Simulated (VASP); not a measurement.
## Al: single point with PBE

Al:

```
CELL_PARAMETERS angstrom
-1.56898 1.66604 1.61751
1.56898 -1.66604 1.61751
1.56898 1.66604 -1.61751
ATOMIC_POSITIONS crystal
Al 0.00000 0.00000 0.00000
```

This cell differs from its parent crystal: strain -0.0300 x Voigt [1, -1, 0, 0, 0, 0].

```yaml
Program: VASP 6.6.1
Task: single point
Functional: PBE
Potentials_or_basis: VASP PAW PBE potentials, release 64 (Al)
Cutoff: 520 eV
k_mesh: 26 × 26 × 26
Occupations: gaussian, width 0.15 eV
Spin: no spin polarisation
```

```
Pressure               : 0.0 GPa
Band gap on the k mesh : zero (an odd number of electrons rules out a gap without spin polarisation)
```

Stress tensor (GPa, compression positive):
```
-1.02  0.00  0.00
 0.00  1.03  0.00
 0.00  0.00 -0.05
```

Levels at points of the mesh, in eV from the Fermi level:
```tsv
k point	band 1	band 2	band 3	band 4	band 5	band 6
(0.00, 0.00, 0.00)	-10.96	12.46	13.19	13.84	14.04	14.18
(0.50, 0.00, 0.00)	-4.36	-4.10	8.58	8.88	10.55	11.56
(0.00, 0.50, 0.00)	-4.07	-3.55	7.47	7.64	9.12	10.90
(0.50, 0.50, 0.00)	-4.21	-3.81	7.99	8.22	9.80	11.23
(0.50, 0.50, 0.50)	1.05	1.83	2.64	2.68	3.20	5.56
```

Wall time 9.2 min on 1 thread of AMD EPYC 7R43 64-Core Processor (Zen 3) (shared host), peak memory 0.34 GiB.

Caveat: the cell differs from its parent crystal (strain -0.0300 x Voigt [1, -1, 0, 0, 0, 0]).
